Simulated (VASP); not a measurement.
# GaN (zincblende type) (F-43m) in VASP: single point with PBE

Aim: the single point of GaN (zincblende type) with PBE.

Program: VASP 6.6.1. These are calculated values, not measurements. Logs are shortened: lines on timing, memory, paths and dates and some standing lists are left out, and cuts for length are marked.

## 1. The cell of the first run

The structure is cubic, space group F-43m (No. 216). Conventional cell: a = 4.548 Å, b = 4.548 Å, c = 4.548 Å, α = 90.00°, β = 90.00°, γ = 90.00°. Ga (site symmetry -43m) has 4 N at 1.97 Å within 2.6 Å. Within 2.6 Å of N (site symmetry -43m) lie 4 Ga at 1.97 Å.

## 2. Single point, PBE

File INCAR:

```
  ALGO = Normal
  EDIFF = 1E-7
  ENCUT = 520
  GGA = PE
  ISIF = 2
  ISMEAR = -1
  LASPH = True
  LCHARG = False
  LREAL = False
  LWAVE = False
  NBANDS = 26
  NELM = 100
  PREC = Accurate
  SIGMA = 0.02
```

File KPOINTS:

```
k-points
0
Gamma
  8 6 8
```

File POSCAR:

```
GaN
1.0
   -2.2742431738      2.2742431738      0.0000000000
    0.0000000000      0.0000000000      4.5484863476
    2.2742431738      2.2742431738      0.0000000000
Ga N
2 2
Direct
    0.0000000000      0.0000000000      0.0000000000
    0.5000000000      0.5000000000      0.5000000000
    0.0000000000      0.2500000000      0.5000000000
    0.5000000000      0.7500000000      0.0000000000
```

Potentials or basis: VASP PAW PBE potentials, release 64 (Ga_d, N).

Started as:

```sh
$ cat potpaw_PBE.64/Ga_d/POTCAR potpaw_PBE.64/N/POTCAR > POTCAR
$ mpirun -np 1 vasp_std > vasp.out
```

OUTCAR:

```text
EDIFF = 1E-7
   ENCUT = 520
   GGA = PE
   ISIF = 2
   ISMEAR = -1
   LASPH = True
   LREAL = False
   NELM = 100
   PREC = Accurate

 ion  position               nearest neighbor table
   1  0.000  0.000  0.000-   3 1.97   4 1.97   3 1.97   4 1.97
   2  0.500  0.500  0.500-   3 1.97   4 1.97   4 1.97   3 1.97
   3  0.000  0.250  0.500-   1 1.97   2 1.97   1 1.97   2 1.97
   4  0.500  0.750  0.000-   1 1.97   2 1.97   2 1.97   1 1.97

  LATTYP: Found a simple tetragonal cell.
 ALAT       =     3.2162655405
 C/A-ratio  =     1.4142135624

  Lattice vectors:

 A1 = (   2.2742431738,  -2.2742431738,   0.0000000000)
 A2 = (   2.2742431738,   2.2742431738,   0.0000000000)
 A3 = (   0.0000000000,   0.0000000000,   4.5484863476)

Analysis of symmetry for initial positions (statically):
=====================================================================
 Subroutine PRICEL returns following result:

  LATTYP: Found a face centered cubic cell.
 ALAT       =     4.5484863476

  Lattice vectors:

 A1 = (   2.2742431738,   0.0000000000,   2.2742431738)
 A2 = (   2.2742431738,   2.2742431738,   0.0000000000)
 A3 = (   0.0000000000,   2.2742431738,   2.2742431738)

   2 primitive cells build up your supercell.

 Routine SETGRP: Setting up the symmetry group for a
 simple tetragonal supercell.

 Subroutine GETGRP returns: Found  8 space group operations
 (whereof  8 operations were pure point group operations)
 out of a pool of 16 trial point group operations.

The static configuration has the point symmetry D_2d.

Analysis of symmetry for dynamics (positions and initial velocities):
=====================================================================
 Subroutine PRICEL returns following result:

  LATTYP: Found a face centered cubic cell.
 ALAT       =     4.5484863476

  Lattice vectors:

 A1 = (   2.2742431738,   0.0000000000,   2.2742431738)
 A2 = (   2.2742431738,   2.2742431738,   0.0000000000)
 A3 = (   0.0000000000,   2.2742431738,   2.2742431738)

   2 primitive cells build up your supercell.

 Routine SETGRP: Setting up the symmetry group for a
 simple tetragonal supercell.

 Subroutine GETGRP returns: Found  8 space group operations
 (whereof  8 operations were pure point group operations)
 out of a pool of 16 trial point group operations.

[... 90 lines left out ...]
 SYSTEM =  unknown system
   PREC   = accura    normal or accurate (medium, high low for compatibility)
   ISTART =      0    job   : 0-new  1-cont  2-samecut
   ICHARG =      2    charge: 1-file 2-atom 10-const
   ISPIN  =      1    spin polarized calculation?
   LNONCOLLINEAR =      F non collinear calculations
   LSORBIT =      F    spin-orbit coupling
   LASPH  =      T    aspherical Exc in radial PAW
   ENCUT  =  520.0 eV  38.22 Ry    6.18 a.u.   5.98  8.46  5.98*2*pi/ulx,y,z
   NELM   =    100;   NELMIN=  2; NELMDL= -5     # of ELM steps
   EDIFF  = 0.1E-06   stopping-criterion for ELM
   LREAL  =      F    real-space projection
   EDIFFG = 0.1E-05   stopping-criterion for IOM
   NSW    =      0    number of steps for IOM
   IBRION =     -1    ionic relax: 0-MD 1-quasi-New 2-CG
   NFREE  =      0    steps in history (QN), initial steepest desc. (CG)
   ISIF   =      2    stress and relaxation
   ISYM   =      2    0-nonsym 1-usesym 2-fastsym
   POTIM  = 0.5000    time-step for ionic-motion
   TEBEG  =    0.0;   TEEND  =   0.0 temperature during run
   PSTRESS=    0.0 pullay stress
   NELECT =      36.0000    total number of electrons
   NUPDOWN=      -1.0000    fix difference up-down
   EMIN   =  10.00;   EMAX   =-10.00  energy-range for DOS
   EFERMI =   0.00;   METHOD = LEGACY
   ISMEAR =    -1;   SIGMA  =   0.02  broadening in eV -4-tet -1-fermi 0-gaus
   EFERMI_NEDOS =   21; number of points for ismear=-14 and -15
   IALGO  =     38    algorithm
   IMIX   =      4    mixing-type and parameters
     AMIX     =   0.40;   BMIX     =  1.00
     AMIX_MAG =   1.60;   BMIX_MAG =  1.00
  volume/ion in A,a.u.               =      11.76        79.38
  Fermi-wavevector in a.u.,A,eV,Ry     =   1.497334  2.829552 30.504397  2.242010
  Thomas-Fermi vector in A             =   2.609236
   LORBIT       =      0    0 simple, 1 ext, 2 COOP (PROOUT), +10 PAW based schemes
   GGA     = PE    functional components
   LHFCALC =     F    Hartree Fock is set to
   AEXX    =    0.0000 exact exchange contribution
   IVDW    =     0    specifies the selected vdW correction
   LEPSILON=     F    determine dielectric tensor
   LRPA    =     F    only Hartree local field effects (RPA)
 non-spin polarized calculation
  energy-cutoff  :      520.00
  volume of cell :       47.05
 maximum number of plane-waves:      1296
 NGX is ok and might be reduce to    24
   NGX = 11   NGY = 17   NGZ = 11

 number of electron      36.0000032 magnetization

 Free energy of the ion-electron system (eV)
  ---------------------------------------------------
  ext. energy  EPLUGINS =         0.00000000
  ---------------------------------------------------
  free energy    TOTEN  =       -24.30696515 eV

  energy without entropy =      -24.30696515  energy(sigma->0) =      -24.30696515

 E-fermi :   5.3751     XC(G=0): -11.5205

 val. band max:        4.9867882469   @ k =   0.0000   0.0000   0.0000
 cond. band min:       6.5338967781   @ k =   0.0000   0.0000   0.0000
 fundamental gap:      1.5471085312
 Fermi energy:         5.3750625324

 k-point     1 :       0.0000    0.0000    0.0000
  band No.  band energies     occupation
      1     -10.7157      2.00000
      2      -9.7514      2.00000
      3      -8.4356      2.00000
      4      -8.4356      2.00000
      5      -8.4356      2.00000
      6      -8.3531      2.00000
[... 685 lines left out ...]
     25      16.7941      0.00000
     26      16.7941      0.00000

 [... further k-points ...]
[... 5 lines left out ...]
  --------------------------------------------------------------------------------------
  -------------------------------------------------------------------------------------
  Total        0.0356853      0.0356853      0.0322098      0.0000000     -0.0000000     -0.0000000
  in kB        1.2151499      1.2151499      1.0968027      0.0000000     -0.0000000     -0.0000000
  external PRESSURE =       1.1757008 kB  Pullay stress =       0.0000000 kB

 VOLUME and BASIS-vectors are now :
 -----------------------------------------------------------------------------
  energy-cutoff  :      520.00
  volume of cell :       47.05
      direct lattice vectors                 reciprocal lattice vectors
    -2.274243174  2.274243174  0.000000000    -0.219853359  0.219853359  0.000000000
     0.000000000  0.000000000  4.548486348     0.000000000  0.000000000  0.219853359
     2.274243174  2.274243174  0.000000000     0.219853359  0.219853359  0.000000000

 POSITION                                       TOTAL-FORCE (eV/Angst)
 -----------------------------------------------------------------------------------
      0.00000      0.00000      0.00000         0.000000     -0.000000      0.000000
      0.00000      2.27424      2.27424        -0.000000      0.000000      0.000000
      1.13712      1.13712      1.13712        -0.000000      0.000000      0.000000
     -1.13712      1.13712      3.41136        -0.000000      0.000000      0.000000
 -----------------------------------------------------------------------------------
    total drift:                               -0.000000     -0.000000     -0.000000

  FREE ENERGIE OF THE ION-ELECTRON SYSTEM (eV)
  ---------------------------------------------------
  free  energy   TOTEN  =       -24.3069651508 eV

  energy  without entropy=      -24.3069651508  energy(sigma->0) =      -24.30696515
```

OSZICAR:

```text
N       E                     dE             d eps       ncg     rms          rms(c)
DAV:   1     0.264025639027E+03    0.26403E+03   -0.17906E+04  3520   0.253E+03
DAV:   2     0.578295181615E+01   -0.25824E+03   -0.24442E+03  3432   0.473E+02
DAV:   3    -0.271020656726E+02   -0.32885E+02   -0.32422E+02  3664   0.138E+02
DAV:   4    -0.281977992111E+02   -0.10957E+01   -0.10911E+01  3794   0.269E+01
DAV:   5    -0.282214004030E+02   -0.23601E-01   -0.23569E-01  3754   0.377E+00    0.108E+01
DAV:   6    -0.242324674857E+02    0.39889E+01   -0.94550E+00  5174   0.477E+01    0.303E+00
DAV:   7    -0.243258790834E+02   -0.93412E-01   -0.13541E+00  3324   0.901E+00    0.269E+00
DAV:   8    -0.243189020612E+02    0.69770E-02   -0.14338E-01  5038   0.455E+00    0.754E-01
DAV:   9    -0.243065242343E+02    0.12378E-01   -0.38667E-02  4906   0.334E+00    0.364E-01
DAV:  10    -0.243069596601E+02   -0.43543E-03   -0.52322E-03  3340   0.433E-01    0.699E-02
DAV:  11    -0.243069681665E+02   -0.85064E-05   -0.13846E-04  5216   0.212E-01    0.416E-02
DAV:  12    -0.243069651567E+02    0.30098E-05   -0.24903E-05  3508   0.410E-02    0.208E-02
DAV:  13    -0.243069644414E+02    0.71539E-06   -0.11959E-05  4876   0.366E-02    0.187E-02
DAV:  14    -0.243069651128E+02   -0.67146E-06   -0.20528E-06  4036   0.121E-02    0.737E-03
DAV:  15    -0.243069651508E+02   -0.38013E-07   -0.30134E-07  3094   0.590E-03
   1 F= -.24306965E+02 E0= -.24306965E+02  d E =-.273952E-10
```

Wall time 87 s (1 thread of Intel Xeon 8259CL, shared host); peak memory 0.19 GiB.

Results:

* Free energy: -24.3070 eV
* Pressure: 0.1 GPa
* Band gap on the k mesh: 1.55 eV

Levels at points of the mesh, in eV from the valence-band top:
```csv
k point,band 15,band 16,band 17,band 18,band 19,band 20,band 21,band 22
"(0.00, 0.00, 0.00)",-2.61,0.00,0.00,0.00,1.55,3.34,6.50,10.13
"(0.50, 0.00, 0.00)",-3.16,-3.16,-0.99,-0.99,6.24,6.24,7.43,7.43
"(0.00, 0.50, 0.00)",-1.43,-1.43,-1.43,-1.43,4.47,4.47,7.21,7.21
"(0.50, 0.50, 0.00)",-0.93,-0.93,-0.93,-0.93,4.45,4.45,8.59,8.59
"(0.50, 0.00, 0.50)",-2.61,-2.61,-2.61,-2.61,3.34,3.34,6.50,6.50
"(0.50, 0.50, 0.50)",-3.57,-3.57,-3.50,-3.50,6.17,6.17,8.10,8.10
```
